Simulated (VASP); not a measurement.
A run of VASP 6.6.1 is set up as follows.

INCAR

```
SYSTEM = GaSn4S3
PREC = Accurate
ENCUT = 520
EDIFF = 1E-6
ISMEAR = 0
SIGMA = 0.2
LREAL = .False.
LASPH = .True.
NELM = 100
ALGO = Normal
ISIF = 2
LWAVE = .False.
LCHARG = .True.
GGA = PE
LELF = .True.
LVHAR = .True.
NBANDS = 54
```

File KPOINTS:

```
Automatic mesh
0
Gamma
  3 3 3
  0 0 0
```

POSCAR

```
GaSn4S3
1.0
    5.8106740280      0.0000000000      0.0000000000
    0.0000000000      5.8106740280      0.0000000000
    0.0000000000      0.0000000000      5.8106740280
Ga Sn S
1 4 3
Direct
    0.5000000000      0.5000000000      0.5000000000
    0.5000000000      0.0000000000      0.0000000000
    0.0000000000      0.5000000000      0.0000000000
    0.0000000000      0.0000000000      0.5000000000
    0.0000000000      0.0000000000      0.0000000000
    0.0000000000      0.5000000000      0.5000000000
    0.5000000000      0.0000000000      0.5000000000
    0.5000000000      0.5000000000      0.0000000000
```

Potentials or basis: VASP PAW PBE potentials, release 64 (Ga_d, Sn_d, S).

Command:

```console
$ cat potpaw_PBE.64/Ga_d/POTCAR potpaw_PBE.64/Sn_d/POTCAR potpaw_PBE.64/S/POTCAR > POTCAR
$ mpirun -np 1 vasp_std > vasp.out
```

Q: Estimate the pressure.

A: -0.4 GPa.

Caveat: the k points lie up to 0.36 Å⁻¹ apart.
